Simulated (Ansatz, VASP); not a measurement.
Two plane-wave programs on PbSe

File INCAR:

```
SYSTEM = PbSe
ALGO     = Normal         ! electronic algorithm
EDIFF    = 1E-6           ! SCF threshold, eV
ENCUT    = 520            ! plane-wave cutoff, eV
GGA      = PS             ! functional
ISIF     = 2              ! what is computed and relaxed
ISMEAR   = 0              ! smearing method
LASPH    = .TRUE.         ! aspherical terms in the spheres
LCHARG   = .TRUE.         ! write CHGCAR
LELF     = .TRUE.         ! ELF
LREAL    = .FALSE.        ! projectors in reciprocal space
LVHAR    = .TRUE.       
LWAVE    = .FALSE.        ! write WAVECAR
NBANDS   = 17             ! bands
NELM     = 80             ! most SCF steps
PREC     = Accurate       ! precision mode
SIGMA    = 0.1            ! smearing width, eV
```

Contents of KPOINTS:

```
k-points
0
G
  12 12 12
  0 0 0
```

File POSCAR:

```
PbSe
1.0
    3.8689772831      0.0000000000      0.0000000000
    0.0000000000      3.8689772831      0.0000000000
    0.0000000000      0.0000000000      3.8689772831
Pb Se
1 1
Direct
    0.0000000000      0.0000000000      0.0000000000
    0.5000000000      0.5000000000      0.5000000000
```

Input for Ansatz:

```yaml
crystal:
  lattice:
    - [3.8689772831, 0.0, 0.0]
    - [0.0, 3.8689772831, 0.0]
    - [0.0, 0.0, 3.8689772831]
  atoms:
    - { symbol: Pb, position: [0.0, 0.0, 0.0] }
    - { symbol: Se, position: [0.5, 0.5, 0.5] }
basis:
  ecutwfc: 420
kpoints:
  mp_grid: { grid: [12, 12, 12] }
hamiltonian:
  xc: pbesol
scf:
  occupations: { method: gaussian, width: 0.1 }
output:
  forces: true
  stress: true
  eigenvalues: true
```

Alike in both runs: task single point; functional PBEsol; k mesh 12 × 12 × 12; occupations gaussian, width 0.1 eV; no spin polarisation.

|  | VASP | Ansatz |
| --- | --- | --- |
| version | VASP 6.6.1 | Ansatz 0.2.0 |
| potentials or method | VASP PAW PBE potentials, release 64 (Pb_d, Se), cutoff 520 eV | scalar-relativistic, plane waves, PAW |
| valence electrons in the cell | 20 | 30 |

|  | VASP | Ansatz | Ansatz less VASP |
| --- | --- | --- | --- |
| gap on the k mesh at the Fermi level (eV) | none | none | - |
| pressure (GPa) | -5.5 | -5.5 | +0.02 |

VASP's potentials were made for PBE, not for PBEsol. A gap of «none» marks a metal or a gap that the smearing closes. VASP's potentials hold 20 valence electrons a cell and Ansatz's 30, so a difference there can come from the potentials and not from the codes.

Spin-orbit coupling is off throughout.
